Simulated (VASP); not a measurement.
Set up this calculation in VASP 6.6.1, as the native input.

| Item | Value |
| --- | --- |
| Task | single point |
| Functional | PBEsol |
| Potentials or basis | VASP PAW PBE potentials, release 64 (Li_sv, Cl) |
| Cutoff | 750 eV |
| k mesh | 6 × 6 × 6 |
| Occupations | gaussian, width 0.02 eV |
| Spin | no spin polarisation |
| Dipole correction | no |
| Further INCAR settings | ALGO = Normal; EDIFF = 1e-06; NBANDS = 12 |

The structure of LiCl (km) lies in POSCAR:

```
LiCl
1.0
    0.0000000000      2.5323696938      2.5323696938
    2.5323696938      0.0000000000      2.5323696938
    2.5323696938      2.5323696938      0.0000000000
Li Cl
1 1
Direct
    0.0000000000      0.0000000000      0.0000000000
    0.5000000000      0.5000000000      0.5000000000
```

These files were run (other wordings do the same):

INCAR

```
SYSTEM = LiCl
ALGO = Normal ; EDIFF = 1E-6
ENCUT = 750 ; GGA = PS
GGA_COMPAT = .False. ; ISIF = 2
ISMEAR = 0 ; LASPH = .True.
LCHARG = .False. ; LREAL = .False.
LWAVE = .False. ; NBANDS = 12
NELM = 120 ; PREC = Accurate
SIGMA = 0.02
```

KPOINTS

```
k-points
0
Gamma
  6 6 6
  0 0 0
```

Potentials or basis: VASP PAW PBE potentials, release 64 (Li_sv, Cl).

The run is started by

```console
$ cat potpaw_PBE.64/Li_sv/POTCAR potpaw_PBE.64/Cl/POTCAR > POTCAR
$ mpirun -np 1 vasp_std > vasp.out
```

It gave:

The pressure is -0.1 GPa. The band gap on the k mesh is 6.35 eV, direct.

Caveat: the PAW data sets were made with another functional, which shifts forces and pressure a little.

Wall time 16 s on 1 thread of Intel Xeon 8259CL, on a shared host, peak memory 0.17 GiB.
